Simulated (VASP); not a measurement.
A run of VASP 6.6.1:

File INCAR:

```
PREC = Accurate
ENCUT = 520
EDIFF = 1E-6
ISMEAR = -1
SIGMA = 0.08
LREAL = F
LASPH = T
NELM = 60
ALGO = Normal
ISIF = 2
LWAVE = F
LCHARG = F
GGA = PS
NBANDS = 9
```

Contents of KPOINTS:

```
Automatic mesh
0
Gamma
  18 18 18
```

The input POSCAR:

```
O
1.0
    0.0000000000      1.3461211475      1.3461211475
    1.3461211475      0.0000000000      1.3461211475
    1.3461211475      1.3461211475      0.0000000000
O
1
Direct
    0.0000000000      0.0000000000      0.0000000000
```

Potentials or basis: VASP PAW PBE potentials, release 64 (O).

Run with:

```sh
$ cat potpaw_PBE.64/O/POTCAR > POTCAR
$ mpirun -np 1 vasp_std > vasp.out
```

Hardware: 1 thread of AMD EPYC 7R43 64-Core Processor (Zen 3) (shared host).

Question: Estimate the wall time of this run.

Answer: It took 7.5 s on 1 thread of AMD EPYC 7R43 64-Core Processor (Zen 3), with other jobs on the host, peak memory 0.07 GiB. Counts: scf iterations 9, k points 195.
